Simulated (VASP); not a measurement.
Wanted: the native input for a VASP 6.6.1 run.

| Quantity | Value |
| --- | --- |
| Task | single point |
| Functional | PBEsol |
| Potentials or basis | VASP PAW PBE potentials, release 64 (Y_sv) |
| Cutoff | 520 eV |
| k mesh | 8 × 8 × 5 |
| Occupations | fermi-dirac, width 0.05 eV |
| Spin | no spin polarisation |
| Dipole correction | no |
| Further INCAR settings | ALGO = Fast; EDIFF = 1e-06; NBANDS = 18 |

The structure of Y lies in POSCAR:

```
Y
1.0
    3.5729423729      0.0000000000      0.0000000000
   -1.7864711865      3.0942588613      0.0000000000
    0.0000000000      0.0000000000      5.6136161546
Y
2
Direct
    0.6666666667      0.3333333333      0.7500000000
    0.3333333333      0.6666666667      0.2500000000
```

This cell differs from its parent crystal: volume scaled by 0.94.

One way to write it, as run:

INCAR

```
ALGO = Fast ; EDIFF = 1E-6
ENCUT = 520 ; GGA = PS
ISIF = 2 ; ISMEAR = -1
LASPH = T ; LCHARG = T
LELF = T ; LREAL = F
LVHAR = T ; LWAVE = F
NBANDS = 18 ; NELM = 100
PREC = Accurate ; SIGMA = 0.05
```

KPOINTS

```
k-points
0
Gamma
  8 8 5
```

Potentials or basis: VASP PAW PBE potentials, release 64 (Y_sv).

Launch:

```bash
$ cat potpaw_PBE.64/Y_sv/POTCAR > POTCAR
$ mpirun -np 1 vasp_std > vasp.out
```

It gave:

The pressure is 0.3 GPa and the band gap on the k mesh is zero (band 11 reaches 4.24 eV, above the bottom of band 12 at 2.77 eV).

Caveat: the PAW data sets were made with another functional, which shifts forces and pressure a little.

It used 140 s of CPU time on 1 thread of AMD EPYC 7R13 Processor (Zen 3), on a shared host.
